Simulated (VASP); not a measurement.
# Zn15S16 (a cell with a defect) in VASP: notebook, part 2 of 2

VASP 6.6.1.

## (3) Single point, LDA (atoms taken out, then relaxed in part)

The input, INCAR:

```
SYSTEM = Zn15S16
  ALGO = Normal
  EDIFF = 1E-6
  ENCUT = 520
  ISIF = 2
  ISMEAR = 0
  LASPH = .True.
  LCHARG = .False.
  LREAL = Auto
  LWAVE = .False.
  NBANDS = 159
  NELECT = 278.0
  NELM = 100
  PREC = Accurate
  SIGMA = 0.02
```

The input, KPOINTS:

```
Automatic mesh
0
Gamma
  2 2 2
  0.5 0.5 0.5
```

The input, POSCAR:

```
Zn15S16
1.0
   -5.2968478570      5.2968478570      5.2968478570
    5.2968478570     -5.2968478570      5.2968478570
    5.2968478570      5.2968478570     -5.2968478570
Zn S
15 16
Direct
    0.5000000000      0.2512278844      0.2596664169
    0.5000000000      0.5000000000      0.0000000000
    0.7512278844      0.7596664169      0.5000000000
    0.5000000000      0.7596664169      0.7512278844
    0.7512278844      0.0000000000      0.2596664169
    0.7403335831      0.2403335831     -0.0084385325
    0.0000000000      0.5000000000      0.5000000000
    0.7403335831      0.4915614675      0.7403335831
    0.0084385325      0.7487721156      0.2487721156
    0.0000000000      0.0000000000      0.0000000000
    0.2596664169      0.2512278844      0.5000000000
   -0.0084385325      0.2403335831      0.7403335831
    0.2487721156      0.5084385325      0.2487721156
    0.2487721156      0.7487721156      0.0084385325
    0.2596664169      0.0000000000      0.7512278844
    0.7385826115      1.0000000000      0.5000000000
    0.7494381458      0.2494381458      0.2499848758
    0.7500151242      0.4994532700      0.9994532700
    1.0005467300      0.7505618542      0.5000000000
    0.7494381458      0.7499848758      0.7494381458
    1.0005467300      1.0000000000      0.2505618542
    0.9994532700      0.2500151242      0.9994532700
    0.2505618542      0.5005467300      0.5000000000
   -0.0005467300      0.4994532700      0.7500151242
    0.2614173885      0.7614173885      0.2614173885
    0.2505618542      1.0000000000      1.0005467300
    0.5000000000      0.2385826115      0.5000000000
    0.2499848758      0.2494381458      0.7494381458
    0.5000000000      0.5005467300      0.2505618542
    0.5000000000      0.7505618542      1.0005467300
    0.5000000000      0.0000000000      0.7385826115
```

Potentials or basis: VASP PAW LDA potentials, release 64 (Zn, S).

Launch:

```sh
> cat potpaw_LDA.64/Zn/POTCAR potpaw_LDA.64/S/POTCAR > POTCAR
> mpirun -np 1 vasp_std > vasp.out
```

OUTCAR:

```text
SYSTEM = Zn15S16
   EDIFF = 1E-6
   ENCUT = 520
   ISIF = 2
   ISMEAR = 0
   LASPH = .True.
   LREAL = Auto
   NELECT = 278.0
   NELM = 100
   PREC = Accurate

 ion  position               nearest neighbor table
   1  0.500  0.251  0.260-  27 2.25  29 2.32  17 2.32  26 2.32
   2  0.500  0.500  0.000-  18 2.30  28 2.30  29 2.30  30 2.30
   3  0.751  0.760  0.500-  16 2.25  19 2.32  20 2.32  29 2.32
   4  0.500  0.760  0.751-  31 2.25  30 2.32  20 2.32  23 2.32
   5  0.751  0.000  0.260-  16 2.25  21 2.32  17 2.32  30 2.32
   6  0.740  0.240  0.992-  31 2.25  17 2.32  18 2.32  22 2.32
   7  0.000  0.500  0.500-  24 2.30  23 2.30  17 2.30  19 2.30
   8  0.740  0.492  0.740-  27 2.25  20 2.32  24 2.32  18 2.32
   9  0.008  0.749  0.249-  25 2.25  18 2.32  21 2.32  19 2.32
  10  0.000  0.000  0.000-  20 2.30  22 2.30  21 2.30  26 2.30
  11  0.260  0.251  0.500-  27 2.25  23 2.32  28 2.32  21 2.32
  12  0.992  0.240  0.740-  16 2.25  28 2.32  24 2.32  22 2.32
  13  0.249  0.508  0.249-  25 2.25  22 2.32  29 2.32  23 2.32
  14  0.249  0.749  0.008-  25 2.25  24 2.32  26 2.32  30 2.32
  15  0.260  0.000  0.751-  31 2.25  26 2.32  28 2.32  19 2.32
  16  0.739  0.000  0.500-   3 2.25  12 2.25   5 2.25
[... 399 lines left out ...]
  band No.  band energies     occupation
      1     -10.9931      2.00000
      2     -10.5163      2.00000
      3     -10.4347      2.00000
      4     -10.4347      2.00000
      5     -10.3702      2.00000
      6     -10.1674      2.00000
[... 143 lines left out ...]
    150       7.0430      0.00000
    151       7.0646      0.00000
 [bands above 151 left out]

------------------------ aborting loop because EDIFF is reached ----------------------------------------

  FORCE on cell =-STRESS in cart. coord.  units (eV):
  Direction    XX          YY          ZZ          XY          YZ          ZX
  --------------------------------------------------------------------------------------
  -------------------------------------------------------------------------------------
  Total       13.5169830     13.5169830     13.5169830      0.0000000     -0.0000000      0.0000000
  in kB       36.4315678     36.4315678     36.4315678      0.0000000     -0.0000000      0.0000000
  external PRESSURE =      36.4315678 kB  Pullay stress =       0.0000000 kB

 VOLUME and BASIS-vectors are now :
 -----------------------------------------------------------------------------
  energy-cutoff  :      520.00
  volume of cell :      594.45
      direct lattice vectors                 reciprocal lattice vectors
    -5.296847857  5.296847857  5.296847857     0.000000000  0.094395764  0.094395764
     5.296847857 -5.296847857  5.296847857     0.094395764  0.000000000  0.094395764
     5.296847857  5.296847857 -5.296847857     0.094395764  0.094395764  0.000000000

 POSITION                                       TOTAL-FORCE (eV/Angst)
 -----------------------------------------------------------------------------------
      0.05771      2.69312      2.60373         0.011151     -0.003072      0.003072
      0.00000      0.00000      5.29685        -0.000000     -0.000000      0.000000
      2.69312      2.60373      5.35455        -0.003072      0.003072      0.011151
      5.35455      2.60373      2.69312         0.011151      0.003072     -0.003072
     -2.60373      5.35455      2.60373        -0.003072      0.011151      0.003072
      2.60373      7.90057     -0.05771         0.003072      0.003072     -0.011151
[... 23 lines left out ...]
      1.33008     -1.32429      6.62114        -0.009564     -0.013746      0.013746
      1.26374      6.56058     -1.26374        -0.013464     -0.013464      0.013464
 -----------------------------------------------------------------------------------
    total drift:                                0.000095      0.000095      0.000125

  FREE ENERGIE OF THE ION-ELECTRON SYSTEM (eV)
  ---------------------------------------------------
  free  energy   TOTEN  =      -120.8613708367 eV

  energy  without entropy=     -120.8613708367  energy(sigma->0) =     -120.86137084
```

OSZICAR:

```text
N       E                     dE             d eps       ncg     rms          rms(c)
DAV:   1     0.289983586276E+04    0.28998E+04   -0.12120E+05   636   0.212E+03
DAV:   2     0.464050180886E+03   -0.24358E+04   -0.23719E+04   636   0.551E+02
DAV:   3    -0.767566802832E+02   -0.54081E+03   -0.52118E+03   683   0.211E+02
DAV:   4    -0.127162167610E+03   -0.50405E+02   -0.50045E+02   704   0.656E+01
DAV:   5    -0.128631315103E+03   -0.14691E+01   -0.14638E+01   728   0.114E+01    0.307E+01
DAV:   6    -0.120667877583E+03    0.79634E+01   -0.15548E+01   928   0.487E+01    0.231E+01
DAV:   7    -0.121509885891E+03   -0.84201E+00   -0.29289E+01   736   0.113E+01    0.898E+00
DAV:   8    -0.120859241025E+03    0.65064E+00   -0.38771E+00   808   0.127E+01    0.344E+00
DAV:   9    -0.120860497715E+03   -0.12567E-02   -0.68201E-01   816   0.713E+00    0.980E-01
DAV:  10    -0.120860947266E+03   -0.44955E-03   -0.48525E-02   816   0.264E+00    0.657E-01
DAV:  11    -0.120861475183E+03   -0.52792E-03   -0.84600E-03   720   0.429E-01    0.561E-01
DAV:  12    -0.120861597436E+03   -0.12225E-03   -0.14598E-03   792   0.334E-01    0.153E-01
DAV:  13    -0.120861340883E+03    0.25655E-03   -0.12503E-03   832   0.706E-01    0.664E-02
DAV:  14    -0.120861374612E+03   -0.33729E-04   -0.41709E-04   720   0.644E-02    0.623E-02
DAV:  15    -0.120861372341E+03    0.22709E-05   -0.18070E-05   776   0.464E-02    0.553E-02
DAV:  16    -0.120861371145E+03    0.11963E-05   -0.41099E-05   800   0.316E-02    0.281E-02
DAV:  17    -0.120861370910E+03    0.23488E-06   -0.13096E-05   800   0.445E-02    0.194E-02
DAV:  18    -0.120861370837E+03    0.73360E-07   -0.66727E-06   552   0.100E-02
   1 F= -.12086137E+03 E0= -.12086137E+03  d E =-.295729E-20
```

Wall time 6.3 min (1 thread of Intel Xeon Platinum 8488C (Sapphire Rapids), shared host); peak memory 0.58 GiB.

What came out:

- Free energy: -120.8614 eV
- Largest force: 0.023 eV/Å

Forces in eV/Å, atoms in the order of the input:
```
Zn   0.011 -0.003  0.003
Zn   0.000  0.000  0.000
Zn  -0.003  0.003  0.011
Zn   0.011  0.003 -0.003
Zn  -0.003  0.011  0.003
Zn   0.003  0.003 -0.011
Zn   0.000  0.000  0.000
Zn   0.003 -0.011  0.003
Zn  -0.011 -0.003 -0.003
Zn   0.000  0.000  0.000
Zn   0.003 -0.003  0.011
Zn  -0.011  0.003  0.003
Zn  -0.003 -0.011 -0.003
Zn  -0.003 -0.003 -0.011
Zn   0.003  0.011 -0.003
S    0.013 -0.013 -0.013
S   -0.014 -0.014  0.010
S    0.010  0.014  0.014
S    0.014 -0.014 -0.010
S   -0.014  0.010 -0.014
S    0.014 -0.010 -0.014
S    0.014  0.010  0.014
S   -0.014  0.014 -0.010
S    0.014  0.014  0.010
S    0.013  0.013  0.013
S   -0.014 -0.010  0.014
S   -0.013  0.013 -0.013
S    0.010 -0.014 -0.014
S   -0.010  0.014 -0.014
S   -0.010 -0.014  0.014
S   -0.013 -0.013  0.013
```

Levels at points of the mesh, in eV from the Fermi level:
```
           k point  band 135  band 136  band 137  band 138  band 139  band 140  band 141  band 142  band 143  band 144
(0.25, 0.25, 0.25)     -0.58     -0.58     -0.13     -0.13     -0.13      3.39      3.39      3.39      3.67      4.01
```

Caveat: the cell carries a net charge on a neutralising background, which shifts energy and pressure; the cell differs from its parent crystal (atoms taken out, then relaxed in part); the cell is charged against a uniform background, so pressure and absolute levels hang on convention.

## (4) Single point, LDA

The input, INCAR:

```
SYSTEM = Zn15S16
PREC = Accurate
ENCUT = 520
EDIFF = 1E-7
ISMEAR = 0
SIGMA = 0.02
LREAL = Auto
LASPH = .TRUE.
NELM = 60
ALGO = Normal
ISIF = 2
LWAVE = .FALSE.
LCHARG = .TRUE.
GGA = CA
LELF = .TRUE.
LVHAR = .TRUE.
NELECT = 278.0
NBANDS = 159
```

KPOINTS is that of step 3.

The input, POSCAR:

```
Zn15S16
1.0
   -5.2968478570      5.2968478570      5.2968478570
    5.2968478570     -5.2968478570      5.2968478570
    5.2968478570      5.2968478570     -5.2968478570
Zn S
15 16
Direct
    0.5000000135      0.0096664094      0.5012278192
    0.5000000135      0.5012278192      0.0096664094
    0.7403336108      0.7415614165      0.4903336041
    0.5000000135      0.7500000202      0.7500000202
    0.7512278259      0.0096664094      0.2500000067
    0.7512278259      0.2500000067      0.0096664094
   -0.0084386037      0.4903336041      0.4903336041
    0.7403336108      0.4903336041      0.7415614165
    0.0000000000      0.7500000202      0.2500000067
    0.0084386037     -0.0012278057     -0.0012278057
    0.2596664162      0.2500000067      0.5012278192
    0.0000000000      0.2500000067      0.7500000202
    0.2596664162      0.5012278192      0.2500000067
    0.2487721067      0.7584385296     -0.0012278057
    0.2487721067     -0.0012278057      0.7584385296
    0.7494381767      0.9999849237      0.4994381699
    0.7385826638      0.2500000067      0.2500000067
    0.7494381767      0.4994381699      0.9999849237
    0.9994532867      0.7494532800      0.5000151168
    0.7500151236      0.7494532800      0.7494532800
    1.0005467673      1.0005618706      0.2500000067
    1.0005467673      0.2500000067      1.0005618706
    0.2499849034      0.4994381699      0.4994381699
   -0.0005467403      0.5000151168      0.7494532800
    0.2505618503      0.7505467605      0.2500000067
    0.2614173632      1.0114173834      1.0114173834
    0.5000000135      0.2500000067      0.4885826571
    0.2505618503      0.2500000067      0.7505467605
    0.5000000135      0.4885826571      0.2500000067
    0.5000000135      0.7505467605      1.0005618706
    0.5000000135      0.0005618436      0.7505467605
```

Launch:

```sh
> cat potpaw_LDA.64/Zn/POTCAR potpaw_LDA.64/S/POTCAR > POTCAR
> mpirun -np 1 vasp_std > vasp.out
```

It took 9.1 min on 1 thread of Intel Xeon Platinum 8259CL at 2.50GHz (Skylake/Cascade Lake), shared host; peak memory 0.58 GiB.

It converged, with:

```yaml
Free_energy: -120.8613 eV
Largest_force: 0.021 eV/Å
```

Forces on the atoms (eV/Å):
```
Zn   0.012  0.003 -0.003
Zn   0.012 -0.003  0.003
Zn   0.003 -0.012  0.003
Zn   0.000  0.000  0.000
Zn  -0.003  0.003  0.012
Zn  -0.003  0.012  0.003
Zn  -0.012  0.003  0.003
Zn   0.003  0.003 -0.012
Zn   0.000  0.000  0.000
Zn  -0.012 -0.003 -0.003
Zn   0.003  0.012 -0.003
Zn   0.000  0.000  0.000
Zn   0.003 -0.003  0.012
Zn  -0.003 -0.012 -0.003
Zn  -0.003 -0.003 -0.012
S   -0.012  0.010 -0.012
S    0.012 -0.012 -0.012
S   -0.012 -0.012  0.010
S    0.012  0.012  0.010
S    0.010  0.012  0.012
S    0.012 -0.012 -0.010
S    0.012 -0.010 -0.012
S    0.010 -0.012 -0.012
S    0.012  0.010  0.012
S   -0.012  0.012 -0.010
S    0.012  0.012  0.012
S   -0.012 -0.012  0.012
S   -0.012 -0.010  0.012
S   -0.012  0.012 -0.012
S   -0.010  0.012 -0.012
S   -0.010 -0.012  0.012
```

Levels at points of the mesh, in eV from the Fermi level:
| k point | band 136 | band 137 | band 138 | band 139 | band 140 | band 141 | band 142 | band 143 |
| --- | --- | --- | --- | --- | --- | --- | --- | --- |
| (0.25, 0.25, 0.25) | -0.57 | -0.12 | -0.12 | -0.12 | 3.40 | 3.40 | 3.40 | 3.68 |

Caveat: the cell carries a net charge on a neutralising background, which shifts energy and pressure; the cell is charged against a uniform background, so pressure and absolute levels hang on convention.

## (5) Single point, LDA

The input, INCAR:

```
SYSTEM = Zn15S16
PREC = Accurate
ENCUT = 520
EDIFF = 1E-7
ISMEAR = 0
SIGMA = 0.02
LREAL = Auto
LASPH = .True.
NELM = 60
ALGO = Normal
ISIF = 2
LWAVE = .False.
LCHARG = .True.
GGA = CA
LELF = .True.
LVHAR = .True.
NELECT = 278.0
NBANDS = 159
```

KPOINTS is that of step 4.

The input, POSCAR:

```
Zn15S16
1.0
   -5.2968478570      5.2968478570      5.2968478570
    5.2968478570     -5.2968478570      5.2968478570
    5.2968478570      5.2968478570     -5.2968478570
Zn S
15 16
Direct
    0.5000000135      0.2512278125      0.2596664162
    0.5000000135      0.5000000135      0.0000000000
    0.7512278259      0.7596664297      0.5000000135
    0.5000000135      0.7596664297      0.7512278259
    0.7512278259      0.0000000000      0.2596664162
    0.7403335164      0.2403335029     -0.0084386037
    0.0000000000      0.5000000135      0.5000000135
    0.7403335164      0.4915614098      0.7403335164
    0.0084386037      0.7487721202      0.2487721067
    0.0000000000      0.0000000000      0.0000000000
    0.2596664162      0.2512278125      0.5000000135
   -0.0084386037      0.2403335029      0.7403335164
    0.2487722010      0.5084386172      0.2487722010
    0.2487721067      0.7487721202      0.0084386037
    0.2596664162      0.0000000000      0.7512278259
    0.7385826638      1.0000000270      0.5000000135
    0.7494381767      0.2494381632      0.2499849034
    0.7500151236      0.4994532732      0.9994532867
    1.0005467673      0.7505618638      0.5000000135
    0.7494381767      0.7499849169      0.7494381767
    1.0005467673      1.0000000270      0.2505618503
    0.9994532867      0.2500151101      0.9994532867
    0.2505618503      0.5005467538      0.5000000135
   -0.0005467403      0.4994532732      0.7500151236
    0.2614173632      0.7614173767      0.2614173632
    0.2505618503      1.0000000270      1.0005467673
    0.5000000135      0.2385826503      0.5000000135
    0.2499849034      0.2494381632      0.7494381767
    0.5000000135      0.5005467538      0.2505618503
    0.5000000135      0.7505618638      1.0005467673
    0.5000000135      0.0000000000      0.7385826638
```

Launch:

```sh
> cat potpaw_LDA.64/Zn/POTCAR potpaw_LDA.64/S/POTCAR > POTCAR
> mpirun -np 1 vasp_std > vasp.out
```

Run time: 9.4 min. Hardware: 1 thread of Intel Xeon Platinum 8259CL at 2.50GHz (Skylake/Cascade Lake), shared host; peak memory 0.58 GiB.

The run converged. Its results:

```yaml
Free_energy: -120.8614 eV
Largest_force: 0.023 eV/Å
```

Forces on the atoms (eV/Å):
```
Zn   0.011 -0.003  0.003
Zn   0.000  0.000  0.000
Zn  -0.003  0.003  0.011
Zn   0.011  0.003 -0.003
Zn  -0.003  0.011  0.003
Zn   0.003  0.003 -0.011
Zn   0.000  0.000  0.000
Zn   0.003 -0.011  0.003
Zn  -0.011 -0.003 -0.003
Zn   0.000  0.000  0.000
Zn   0.003 -0.003  0.011
Zn  -0.011  0.003  0.003
Zn  -0.003 -0.011 -0.003
Zn  -0.003 -0.003 -0.011
Zn   0.003  0.011 -0.003
S    0.014 -0.014 -0.014
S   -0.014 -0.014  0.010
S    0.010  0.014  0.014
S    0.014 -0.014 -0.010
S   -0.014  0.010 -0.014
S    0.014 -0.010 -0.014
S    0.014  0.010  0.014
S   -0.014  0.014 -0.010
S    0.014  0.014  0.010
S    0.014  0.014  0.014
S   -0.014 -0.010  0.014
S   -0.014  0.014 -0.014
S    0.010 -0.014 -0.014
S   -0.010  0.014 -0.014
S   -0.010 -0.014  0.014
S   -0.014 -0.014  0.014
```

Levels at points of the mesh, in eV from the Fermi level:
| k point | band 135 | band 136 | band 137 | band 138 | band 139 | band 140 | band 141 | band 142 | band 143 | band 144 |
| --- | --- | --- | --- | --- | --- | --- | --- | --- | --- | --- |
| (0.25, 0.25, 0.25) | -0.57 | -0.57 | -0.12 | -0.12 | -0.12 | 3.40 | 3.40 | 3.40 | 3.68 | 4.01 |

Caveat: the cell carries a net charge on a neutralising background, which shifts energy and pressure; the cell is charged against a uniform background, so pressure and absolute levels hang on convention.
